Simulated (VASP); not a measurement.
Wanted: the native input for a VASP 6.6.1 run.

* Task: single point
* Functional: r2SCAN
* Potentials or basis: VASP PAW PBE potentials, release 64 (Mo_sv)
* Cutoff: 520 eV
* k mesh: 3 × 3 × 3
* Occupations: gaussian, width 0.1 eV
* Spin: no spin polarisation
* Dipole correction: no
* Further INCAR settings: ALGO = Normal; EDIFF = 1e-07; NBANDS = 96

Mo:

```
Mo
1.0
     2.64743    1.52849    9.14775
    -2.64743    1.52849    9.14775
     0.00000   -3.05699    9.14775
Mo
12
Direct
  0.04430 0.55040 0.04430
  0.04430 0.04430 0.55040
  0.55040 0.04430 0.04430
  0.95570 0.44960 0.95570
  0.44960 0.95570 0.95570
  0.95570 0.95570 0.44960
  0.20779 0.70631 0.20779
  0.20779 0.20779 0.70631
  0.70631 0.20779 0.20779
  0.79221 0.29369 0.79221
  0.29369 0.79221 0.79221
  0.79221 0.79221 0.29369
```

These files were run (other wordings do the same):

POSCAR

```
Mo
1.0
    2.6474269807      1.5284926800      9.1477502032
   -2.6474269807      1.5284926800      9.1477502032
    0.0000000000     -3.0569853599      9.1477502032
Mo
12
Direct
    0.0443041686      0.5504016129      0.0443041686
    0.0443041686      0.0443041686      0.5504016129
    0.5504016129      0.0443041686      0.0443041686
    0.9556958314      0.4495983871      0.9556958314
    0.4495983871      0.9556958314      0.9556958314
    0.9556958314      0.9556958314      0.4495983871
    0.2077850409      0.7063091959      0.2077850409
    0.2077850409      0.2077850409      0.7063091959
    0.7063091959      0.2077850409      0.2077850409
    0.7922149591      0.2936908041      0.7922149591
    0.2936908041      0.7922149591      0.7922149591
    0.7922149591      0.7922149591      0.2936908041
```

INCAR.step1

```
ALGO     = Normal         # electronic algorithm
EDIFF    = 1E-4           # SCF threshold, eV
ENCUT    = 520            # plane-wave cutoff, eV
GGA      = PE             # functional
ISMEAR   = 0              # smearing method
LASPH    = True           # aspherical terms in the spheres
LCHARG   = False          # write CHGCAR
LREAL    = False          # projectors in reciprocal space
LWAVE    = True           # write WAVECAR
NBANDS   = 96             # bands
NELM     = 100            # most SCF steps
PREC     = Accurate       # precision mode
SIGMA    = 0.1            # smearing width, eV
```

INCAR.step2

```
ALGO     = Normal         # electronic algorithm
EDIFF    = 1E-7           # SCF threshold, eV
ENCUT    = 520            # plane-wave cutoff, eV
ISIF     = 2              # what is computed and relaxed
ISMEAR   = 0              # smearing method
ISTART   = 1            
LASPH    = True           # aspherical terms in the spheres
LCHARG   = False          # write CHGCAR
LMIXTAU  = True         
LREAL    = False          # projectors in reciprocal space
LWAVE    = False          # write WAVECAR
METAGGA  = R2SCAN         # meta-GGA
NBANDS   = 96             # bands
NELM     = 100            # most SCF steps
PREC     = Accurate       # precision mode
SIGMA    = 0.1            # smearing width, eV
```

KPOINTS

```
k-points
0
Gamma
  3 3 3
```

Potentials or basis: VASP PAW PBE potentials, release 64 (Mo_sv).

The run is started by

```console
$ cat potpaw_PBE.64/Mo_sv/POTCAR > POTCAR
$ cp INCAR.step1 INCAR
$ mpirun -np 1 vasp_std > vasp.out
$ cp INCAR.step2 INCAR
$ mpirun -np 1 vasp_std > vasp.out
```

Results of the run:

The pressure is 0.9 GPa, the largest force is 0.034 eV/Å and the band gap on the k mesh is zero (bands 84 and 85 overlap by 1.65 eV).

Caveat: the k points lie up to 0.46 Å⁻¹ apart, too coarse for converged energies and pressures of a metal; the PAW data sets were made with another functional, which shifts forces and pressure a little.

Run time: 29 min on 1 thread of AMD EPYC 9R45 96-Core Processor (Zen 5), on a shared host, peak memory 0.81 GiB.
